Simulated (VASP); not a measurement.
Input of a VASP 6.6.1 run:

Contents of INCAR:

```
  PREC = Accurate
  ENCUT = 1300
  EDIFF = 1E-6
  ISMEAR = 0
  SIGMA = 0.15
  LREAL = False
  LASPH = True
  NELM = 120
  ALGO = Normal
  ISIF = 2
  LWAVE = False
  LCHARG = False
  GGA = PS
  NBANDS = 16
  GGA_COMPAT = False
```

Contents of KPOINTS:

```
Automatic mesh
0
Gamma
  18 18 18
```

The input POSCAR:

```
WC
1.0
    0.0000000000      2.1378669000      2.1926840000
    2.1378669000      0.0000000000      2.1926840000
    2.1378669000      2.1378669000      0.0000000000
W C
1 1
Direct
    0.0000000000      0.0000000000      0.0000000000
    0.5000000000      0.5000000000      0.5000000000
```

Potentials or basis: VASP PAW PBE potentials, release 64 (W_sv, C_h).

Run with:

```console
$ cat potpaw_PBE.64/W_sv/POTCAR potpaw_PBE.64/C_h/POTCAR > POTCAR
$ mpirun -np 1 vasp_std > vasp.out
```

Problem. Estimate the band gap on the k mesh.

Solution. Zero (bands 9 and 10 overlap by 3.27 eV).

Problem. Estimate the pressure.

Solution. 11.2 GPa.

Stress tensor (GPa, compression positive):
```
17.14  0.00  0.00
 0.00 17.14  0.00
 0.00  0.00 -0.67
```

Caveat: the cell differs from its parent crystal (strain -0.025 along x and y, +0.000 along z); the stress differs along the axes, from -1 to 17 GPa; the PAW data sets were made with another functional, which shifts forces and pressure a little; spin-orbit coupling is left out, which moves the levels of the heavy elements.
